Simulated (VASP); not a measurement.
Input of a VASP 6.6.1 run:

The input INCAR:

```
PREC = Accurate ; ENCUT = 520
EDIFF = 1E-6 ; ISMEAR = 0
SIGMA = 0.1 ; LREAL = False
LASPH = True ; NELM = 80
ALGO = Normal ; ISIF = 2
LWAVE = False ; LCHARG = False
GGA = PE ; NBANDS = 39
```

The input KPOINTS:

```
Automatic mesh
0
Gamma
  6 6 6
```

The input POSCAR:

```
Cd2S
1.0
    5.9326905198      0.0000000000      0.0000000000
    0.0000000000      5.9326905198      0.0000000000
    0.0000000000      0.0000000000      5.9326905198
Cd S
4 2
Direct
    0.2500000000      0.2500000000      0.2500000000
    0.7500000000      0.7500000000      0.2500000000
    0.7500000000      0.2500000000      0.7500000000
    0.2500000000      0.7500000000      0.7500000000
    0.0000000000      0.0000000000      0.0000000000
    0.5000000000      0.5000000000      0.5000000000
```

Potentials or basis: VASP PAW PBE potentials, release 64 (Cd, S).

The run is started by

```console
$ cat potpaw_PBE.64/Cd/POTCAR potpaw_PBE.64/S/POTCAR > POTCAR
$ mpirun -np 1 vasp_std > vasp.out
```

Q: Predict the band gap on the k mesh.

A: Zero (bands 30 and 31 overlap by 0.97 eV).

Q: Estimate the pressure.

A: 0.2 GPa.
